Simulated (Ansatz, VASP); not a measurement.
**One calculation of SnO, two programs**

```
CELL_PARAMETERS angstrom
3.81370 0.00000 0.00000
0.00000 3.81370 0.00000
0.00000 0.00000 4.88691
ATOMIC_POSITIONS crystal
Sn 0.50000 0.00000 0.76463
Sn 0.00000 0.50000 0.23537
O 0.00000 0.00000 0.00000
O 0.50000 0.50000 0.00000
```

Alike in both runs: task single point; functional PBE; k mesh 7 × 7 × 6; occupations gaussian, width 0.023 eV; no spin polarisation.

|  | VASP | Ansatz |
| --- | --- | --- |
| version | VASP 6.6.1 | Ansatz 0.2.0 |
| potentials or method | VASP PAW PBE potentials, release 64 (Sn_d, O_h) | Ansatz PAW |
| plane-wave cutoff (eV) | 910 | 420 |
| valence electrons in the cell | 40 | 40 |

Ansatz gave:

| Quantity | Value |
| --- | --- |
| gap on the k mesh at the Fermi level (eV) | 0.37 |
| least direct gap on the mesh (eV) | 2.07 |
| rms of the force components (eV/Å) | 0.151 |

What did VASP give for the same quantities?

gap on the k mesh at the Fermi level (eV): 0.39; least direct gap on the mesh (eV): 2.05; rms of the force components (eV/Å): 0.183.

Atom by atom the forces differ by 0.032 eV/Å (rms over components).

Noted on VASP's run: the cutoff is short for stress, so the pressure is rough. Noted on Ansatz's run: odd divisions of the mesh miss points on the zone boundary, where band edges often lie, so the gap on the mesh can be too wide.
